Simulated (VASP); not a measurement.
# SnSe2 (P-3m1) in VASP: notebook

Aim: see how the results for SnSe2 move with the level of theory and the settings. Levels: r2SCAN, PBE. Tasks: relaxation of cell and atoms, single point.

Everything below comes from runs of VASP 6.6.1. Logs are shortened: lines on timing, memory, paths and dates and some standing lists are left out, and cuts for length are marked.

### Step 1. The cell of the first run

The structure is trigonal, space group P-3m1 (No. 164). Conventional cell: a = 3.811 Å, b = 3.811 Å, c = 6.136 Å, α = 90.00°, β = 90.00°, γ = 120.00°. Within 3.5 Å of Sn (site symmetry -3m) lie 6 Se at 2.68 Å. Within 3.5 Å of Se (site symmetry 3m) lie 3 Sn at 2.68 Å.

### Step 2. Relaxation of cell and atoms, r2SCAN, target pressure 2 GPa, at which the enthalpy is minimised

POSCAR

```
SnSe2
1.0
    3.8110000000      0.0000000000      0.0000000000
   -1.9055000000      3.3004228138      0.0000000000
    0.0000000000      0.0000000000      6.1360000000
Sn Se
1 2
Direct
    0.0000000000      0.0000000000      0.0000000000
    0.6666666667      0.3333333333      0.7510000000
    0.3333333333      0.6666666667      0.2490000000
```

INCAR.step1

```
SYSTEM = SnSe2
ALGO = Normal
EDIFF = 1E-4
ENCUT = 600
GGA = PE
ISMEAR = -1
LASPH = .TRUE.
LCHARG = .FALSE.
LREAL = .FALSE.
LWAVE = .TRUE.
NELM = 80
PREC = Accurate
SIGMA = 0.05
```

INCAR.step2

```
SYSTEM = SnSe2
ALGO = Normal
EDIFF = 1E-7
EDIFFG = -0.01
ENCUT = 600
IBRION = 2
ISIF = 3
ISMEAR = -1
ISTART = 1
LASPH = .TRUE.
LCHARG = .FALSE.
LMIXTAU = .TRUE.
LREAL = .FALSE.
LWAVE = .FALSE.
METAGGA = R2SCAN
NELM = 80
NSW = 60
PREC = Accurate
PSTRESS = 20.0
SIGMA = 0.05
```

KPOINTS

```
k-points
0
G
  8 8 5
  0 0 0
```

Potentials or basis: VASP PAW PBE potentials, release 64 (Sn_d, Se).

The run is started by

```console
$ cat potpaw_PBE.64/Sn_d/POTCAR potpaw_PBE.64/Se/POTCAR > POTCAR
$ cp INCAR.step1 INCAR
$ mpirun -np 1 vasp_std > vasp.out
$ cp INCAR.step2 INCAR
$ mpirun -np 1 vasp_std > vasp.out
```

OUTCAR:

```text
SYSTEM = SnSe2
   EDIFF = 1E-7
   EDIFFG = -0.01
   ENCUT = 600
   IBRION = 2
   ISIF = 3
   ISMEAR = -1
   ISTART = 1
   LASPH = .TRUE.
   LREAL = .FALSE.
   METAGGA = R2SCAN
   NELM = 80
   NSW = 60
   PREC = Accurate
   PSTRESS = 20.0

 ion  position               nearest neighbor table
   1  0.000  0.000  0.000-   2 2.68   3 2.68   3 2.68   2 2.68   2 2.68   3 2.68
   2  0.667  0.333  0.751-   1 2.68   1 2.68   1 2.68
   3  0.333  0.667  0.249-   1 2.68   1 2.68   1 2.68

  LATTYP: Found a hexagonal cell.
 ALAT       =     3.8110000000
 C/A-ratio  =     1.6100760955

  Lattice vectors:

 A1 = (   3.8110000000,   0.0000000000,   0.0000000000)
 A2 = (  -1.9055000000,   3.3004228138,   0.0000000000)
 A3 = (   0.0000000000,   0.0000000000,   6.1360000000)

Analysis of symmetry for initial positions (statically):
=====================================================================
 Subroutine PRICEL returns:
 Original cell was already a primitive cell.

 Routine SETGRP: Setting up the symmetry group for a
 hexagonal supercell.

 Subroutine GETGRP returns: Found 12 space group operations
 (whereof 12 operations were pure point group operations)
 out of a pool of 24 trial point group operations.

The static configuration has the point symmetry D_3d.

Analysis of symmetry for dynamics (positions and initial velocities):
=====================================================================
 Subroutine PRICEL returns:
 Original cell was already a primitive cell.

 Routine SETGRP: Setting up the symmetry group for a
 hexagonal supercell.

 Subroutine GETGRP returns: Found 12 space group operations
 (whereof 12 operations were pure point group operations)
 out of a pool of 24 trial point group operations.

The dynamic configuration has the point symmetry D_3d.

 Subroutine INISYM returns: Found 12 space group operations
 (whereof 12 operations are pure point group operations),
 and found     1 'primitive' translations

----------------------------------------------------------------------------------------

                                     Primitive cell

  volume of cell :      77.1781
[... 75 lines left out ...]
   total plane-waves  NPLWV =  45000
   dimension x,y,z NGX =    30 NGY =   30 NGZ =   50
   dimension x,y,z NGXF=    60 NGYF=   60 NGZF=  100
   ions per type =               1   2
   NGX,Y,Z   is equivalent  to a cutoff of  13.09, 13.09, 13.55 a.u.
   NGXF,Y,Z  is equivalent  to a cutoff of  26.17, 26.17, 27.09 a.u.
 SYSTEM =  SnSe2
   PREC   = accura    normal or accurate (medium, high low for compatibility)
   ISTART =      1    job   : 0-new  1-cont  2-samecut
   ICHARG =      0    charge: 1-file 2-atom 10-const
   ISPIN  =      1    spin polarized calculation?
   LNONCOLLINEAR =      F non collinear calculations
   LSORBIT =      F    spin-orbit coupling
   LASPH  =      T    aspherical Exc in radial PAW
   ENCUT  =  600.0 eV  44.10 Ry    6.64 a.u.   7.61  7.61 12.26*2*pi/ulx,y,z
   NELM   =     80;   NELMIN=  2; NELMDL=  0     # of ELM steps
   EDIFF  = 0.1E-06   stopping-criterion for ELM
   LREAL  =      F    real-space projection
   EDIFFG = -.1E-01   stopping-criterion for IOM
   NSW    =     60    number of steps for IOM
   IBRION =      2    ionic relax: 0-MD 1-quasi-New 2-CG
   NFREE  =      1    steps in history (QN), initial steepest desc. (CG)
   ISIF   =      3    stress and relaxation
   ISYM   =      2    0-nonsym 1-usesym 2-fastsym
   POTIM  = 0.5000    time-step for ionic-motion
   TEBEG  =    0.0;   TEEND  =   0.0 temperature during run
   PSTRESS=   20.0 pullay stress
   NELECT =      26.0000    total number of electrons
   NUPDOWN=      -1.0000    fix difference up-down
   EMIN   =  10.00;   EMAX   =-10.00  energy-range for DOS
   EFERMI =   0.00;   METHOD = LEGACY
   ISMEAR =    -1;   SIGMA  =   0.05  broadening in eV -4-tet -1-fermi 0-gaus
   EFERMI_NEDOS =   21; number of points for ismear=-14 and -15
   IALGO  =     38    algorithm
   IMIX   =      4    mixing-type and parameters
     AMIX     =   0.40;   BMIX     =  1.00
     AMIX_MAG =   1.60;   BMIX_MAG =  1.00
  volume/ion in A,a.u.               =      25.73       173.61
  Fermi-wavevector in a.u.,A,eV,Ry     =   1.139116  2.152617 17.654722  1.297585
  Thomas-Fermi vector in A             =   2.275820
   LORBIT       =      0    0 simple, 1 ext, 2 COOP (PROOUT), +10 PAW based schemes
   METAGGA = R2SCAN    functional components
   LHFCALC =     F    Hartree Fock is set to
   AEXX    =    0.0000 exact exchange contribution
   IVDW    =     0    specifies the selected vdW correction
   LEPSILON=     F    determine dielectric tensor
   LRPA    =     F    only Hartree local field effects (RPA)
 conjugate gradient relaxation of ions
 non-spin polarized calculation
  energy-cutoff  :      600.00
  volume of cell :       77.18
 maximum number of plane-waves:      2605
   NGX = 15   NGY = 15   NGZ = 25

--------------------------------------- Ionic step        1  -------------------------------------------

 number of electron      25.9999991 magnetization

 Free energy of the ion-electron system (eV)
  ---------------------------------------------------
  ext. energy  EPLUGINS =         0.00000000
  ---------------------------------------------------
  free energy    TOTEN  =       -54.58618082 eV

  energy without entropy =      -54.58617941  energy(sigma->0) =      -54.58618011

------------------------ aborting loop because EDIFF is reached ----------------------------------------

  FORCE on cell =-STRESS in cart. coord.  units (eV):
  Direction    XX          YY          ZZ          XY          YZ          ZX
  --------------------------------------------------------------------------------------
  -------------------------------------------------------------------------------------
  Total        1.5228508      1.5228508      2.2405818      0.0000000      0.0000000      0.0000000
  in kB       31.6136068     31.6136068     46.5133368      0.0000000      0.0000000      0.0000000
  external PRESSURE =      16.5801835 kB  Pullay stress =      20.0000000 kB
[... 1067 lines left out ...]
      6      -8.9529      2.00000
[... 9 lines left out ...]
     16      10.2251      0.00000
     17      10.9102      0.00000

 [... further k-points ...]

[... ionic steps 4 to 10 ...]

--------------------------------------- Ionic step       11  -------------------------------------------

 number of electron      25.9999992 magnetization

------------------------ aborting loop because EDIFF is reached ----------------------------------------
[... 73 lines left out ...]
--------------------------------------- Ionic step       13  -------------------------------------------

 number of electron      25.9999992 magnetization

 Free energy of the ion-electron system (eV)
  ---------------------------------------------------
  ext. energy  EPLUGINS =         0.00000000
  ---------------------------------------------------
  free energy    TOTEN  =       -54.60484420 eV

  energy without entropy =      -54.60483884  energy(sigma->0) =      -54.60484152

 E-fermi :   4.5058     XC(G=0): -10.0904

 val. band max:        4.0208504970   @ k =   0.1250   0.0000   0.0000
 cond. band min:       4.9656915073   @ k =   0.5000   0.0000   0.4000
 fundamental gap:      0.9448410102
 Fermi energy:         4.5057583250
[... 514 lines left out ...]
  energy  without entropy=      -54.6048388430  energy(sigma->0) =      -54.60484152

  enthalpy is  TOTEN    =       -53.6484097056 eV   P V=        0.9564344974

 reached required accuracy - stopping structural energy minimisation
```

OUTCAR.step1:

```text
SYSTEM = SnSe2
   EDIFF = 1E-4
   ENCUT = 600
   GGA = PE
   ISMEAR = -1
   LASPH = .TRUE.
[... 704 lines left out ...]
      0.00000      0.00000      0.00000        -0.000000      0.000000      0.000000
      1.90550      1.10014      4.60814         0.000000     -0.000000     -0.804741
     -0.00000      2.20028      1.52786         0.000000      0.000000      0.804741
 -----------------------------------------------------------------------------------
    total drift:                                0.000000     -0.000000      0.000000

  FREE ENERGIE OF THE ION-ELECTRON SYSTEM (eV)
  ---------------------------------------------------
  free  energy   TOTEN  =       -11.7463601243 eV

  energy  without entropy=      -11.7463393786  energy(sigma->0) =      -11.74634975
```

OSZICAR.step1:

```text
N       E                     dE             d eps       ncg     rms          rms(c)
DAV:   1     0.206285509600E+03    0.20629E+03   -0.13547E+04  1360   0.192E+03
DAV:   2     0.110283104887E+02   -0.19526E+03   -0.19203E+03  1433   0.417E+02
DAV:   3    -0.112628615255E+02   -0.22291E+02   -0.21384E+02  1751   0.125E+02
DAV:   4    -0.120068259346E+02   -0.74396E+00   -0.74320E+00  1617   0.235E+01
DAV:   5    -0.120220617492E+02   -0.15236E-01   -0.15231E-01  2137   0.355E+00    0.523E+00
DAV:   6    -0.117670009294E+02    0.25506E+00   -0.60215E-01  2041   0.886E+00    0.340E+00
DAV:   7    -0.117461301834E+02    0.20871E-01   -0.17657E-01  1719   0.306E+00    0.100E+00
DAV:   8    -0.117458591372E+02    0.27105E-03   -0.13909E-02  1714   0.131E+00    0.282E-01
DAV:   9    -0.117463535438E+02   -0.49441E-03   -0.15188E-03  1622   0.325E-01    0.835E-02
DAV:  10    -0.117463601243E+02   -0.65804E-05   -0.11445E-04  1361   0.971E-02
   1 F= -.11746360E+02 E0= -.11746350E+02  d E =-.207457E-04
```

It took 27 min on 1 thread of Intel Xeon Platinum 8488C (Sapphire Rapids), shared host; peak memory 0.26 GiB.

What came out:

- Free energy: -54.6048 eV
- Relaxed volume: 25.54 Å³/atom
- Relaxed cell: a = 3.814 Å, b = 3.814 Å, c = 6.083 Å, α = 90.00°, β = 90.00°, γ = 120.00°
- Space group after relaxing (to 0.05 Å): P-3m1 (No. 164)
- Energy change on relaxing (the enthalpy is what falls): -6.2 meV/atom
- Ionic steps: 13
- Pressure after relaxing: 2.0 GPa
- Largest force after relaxing: 0.010 eV/Å
- Band gap on the k mesh: 0.94 eV, indirect (least direct gap 1.44 eV)

Forces on the atoms (eV/Å):
```
Sn   0.000  0.000  0.000
Se   0.000  0.000 -0.010
Se   0.000  0.000  0.010
```

The path:
| step | energy change (eV) | largest force (eV/Å) | pressure (GPa) | volume (Å³) |
| --- | --- | --- | --- | --- |
| 1 | 0.0000 | 0.5329 | 3.66 | 77.18 |
| 2 | -0.0433 | 0.1668 | -0.14 | 80.19 |
| 3 | -0.0376 | 0.1364 | 1.48 | 78.81 |
| 4 | -0.0339 | 0.0814 | 1.75 | 78.20 |
| 5 | -0.0299 | 0.0469 | 1.93 | 77.83 |
| 6 | -0.0280 | 0.0549 | 2.01 | 77.60 |
| 7 | -0.0212 | 0.0787 | 2.28 | 76.92 |
| 8 | -0.0022 | 0.1240 | 2.88 | 75.54 |
| 9 | -0.0168 | 0.0942 | 2.44 | 76.55 |
| 10 | -0.0175 | 0.0727 | 2.32 | 76.57 |
| 11 | -0.0188 | 0.0135 | 1.98 | 76.63 |
| 12 | -0.0188 | 0.0121 | 1.97 | 76.63 |
| 13 | -0.0187 | 0.0096 | 1.98 | 76.62 |

Final structure:
```
Sn Se
1.0
     3.81380    0.00000    0.00000
    -1.90690    3.30285    0.00000
     0.00000    0.00000    6.08259
Sn Se
1 2
Direct
  0.00000 0.00000 0.00000
  0.66667 0.33333 0.74158
  0.33333 0.66667 0.25842
```

Levels at points of the mesh, in eV from the valence-band top:
```
           k point  band 10  band 11  band 12  band 13  band 14  band 15  band 16  band 17
(0.00, 0.00, 0.00)    -0.66    -0.42    -0.42    -0.05     1.39     3.52     5.04     5.04
(0.50, 0.00, 0.00)    -3.13    -2.68    -1.42    -0.32     1.43     4.19     5.65     5.70
```

Caveat: the cell is relaxed towards a set pressure, so the enthalpy falls and the energy may rise; the PAW data sets were made with another functional, which shifts forces and pressure a little; spin-orbit coupling is left out, which moves the levels of the heavy elements.

### Step 3. Single point, PBE

INCAR

```
SYSTEM = SnSe2
PREC = Accurate
ENCUT = 500
EDIFF = 1E-6
ISMEAR = -1
SIGMA = 0.03
LREAL = .False.
LASPH = .True.
NELM = 120
ALGO = Normal
ISIF = 2
LWAVE = .False.
LCHARG = .False.
GGA = PE
NBANDS = 20
GGA_COMPAT = .False.
```

KPOINTS

```
regular mesh
0
Gamma
  5 5 3
  0 0 0
```

POSCAR is that of step 2.

Potentials or basis: VASP PAW PBE potentials, release 64 (Sn_d, Se).

The run is started by

```console
$ cat potpaw_PBE.64/Sn_d/POTCAR potpaw_PBE.64/Se/POTCAR > POTCAR
$ mpirun -np 1 vasp_std > vasp.out
```

Wall time 15 s (1 thread of Intel Xeon Platinum 8559C (Emerald Rapids), shared host); peak memory 0.18 GiB.

Results (log left out):

```
Free energy            : -11.7116 eV
Pressure               : 5.8 GPa
Largest force          : 0.760 eV/Å
Band gap on the k mesh : 0.79 eV, indirect (least direct gap 1.09 eV)
```

Forces on the atoms (eV/Å):
```
Sn   0.000  0.000  0.000
Se   0.000  0.000 -0.760
Se   0.000  0.000  0.760
```

Stress tensor (GPa, compression positive):
```
5.37 0.00 0.00
0.00 5.37 0.00
0.00 0.00 6.53
```

Levels at points of the mesh, in eV from the valence-band top:
| k point | band 10 | band 11 | band 12 | band 13 | band 14 | band 15 | band 16 | band 17 |
| --- | --- | --- | --- | --- | --- | --- | --- | --- |
| (0.00, 0.00, 0.00) | -0.70 | -0.39 | -0.39 | 0.00 | 1.09 | 2.94 | 4.64 | 4.64 |

Caveat: spin-orbit coupling is left out, which moves the levels of the heavy elements; this functional lacks dispersion, which binds the layers, so the pressure and a relaxed spacing across them are unreliable.

### Step 4. Single point, PBE

INCAR

```
SYSTEM = SnSe2
ALGO = Normal ; EDIFF = 1E-6
ENCUT = 500 ; GGA = PE
GGA_COMPAT = .False. ; ISIF = 2
ISMEAR = 0 ; LASPH = .True.
LCHARG = .False. ; LREAL = .False.
LWAVE = .False. ; NBANDS = 20
NELM = 120 ; PREC = Accurate
SIGMA = 0.01
```

KPOINTS

```
k-points
0
Gamma
  8 8 5
  0 0 0
```

POSCAR is that of step 3.

The run is started by

```console
$ cat potpaw_PBE.64/Sn_d/POTCAR potpaw_PBE.64/Se/POTCAR > POTCAR
$ mpirun -np 1 vasp_std > vasp.out
```

It took 28 s on 1 thread of Intel Xeon Platinum 8559C (Emerald Rapids), shared host; peak memory 0.21 GiB.

Results (log left out):

| Item | Value |
| --- | --- |
| Free energy | -11.7464 eV |
| Pressure | 5.6 GPa |
| Largest force | 0.804 eV/Å |
| Band gap on the k mesh | 0.81 eV, indirect (least direct gap 1.09 eV) |

Forces on the atoms (eV/Å):
```
Sn   0.000  0.000  0.000
Se   0.000  0.000 -0.804
Se   0.000  0.000  0.804
```

Stress tensor (GPa, compression positive):
```
5.13 0.00 0.00
0.00 5.13 0.00
0.00 0.00 6.63
```

Levels at points of the mesh, in eV from the valence-band top:
```csv
k point,band 11,band 12,band 13,band 14,band 15,band 16
"(0.00, 0.00, 0.00)",-0.40,-0.40,-0.01,1.09,2.94,4.64
"(0.50, 0.00, 0.00)",-2.69,-1.20,-0.31,1.15,3.79,5.45
```

Caveat: spin-orbit coupling is left out, which moves the levels of the heavy elements; this functional lacks dispersion, which binds the layers, so the pressure and a relaxed spacing across them are unreliable.

### Step 5. The runs side by side

```tsv
task	level	cell	k mesh	cutoff (eV)	smearing	gap on the mesh (eV)	pressure (GPa)	largest force (eV/Å)
relaxation of cell and atoms	r2SCAN	relaxed to 2 GPa	8 × 8 × 5	600	fermi-dirac 0.05 eV	0.94	2.0	0.01
single point	PBE	as given	5 × 5 × 3	500	fermi-dirac 0.03 eV	0.79	5.8	0.76
single point	PBE	as given	8 × 8 × 5	500	gaussian 0.01 eV	0.81	5.6	0.80
```

Alike in all rows: potentials or basis VASP PAW PBE potentials, release 64 (Sn_d, Se); no spin polarisation.

Caveats: spin-orbit coupling is left out, which moves the levels of the heavy elements; this functional lacks dispersion, which binds the layers, so the pressure and a relaxed spacing across them are unreliable (some runs); the cell is relaxed towards a set pressure, so the enthalpy falls and the energy may rise (some runs); the PAW data sets were made with another functional, which shifts forces and pressure a little (some runs).

Total energies depend on the potentials used, so only differences within one code and one set of settings carry meaning.
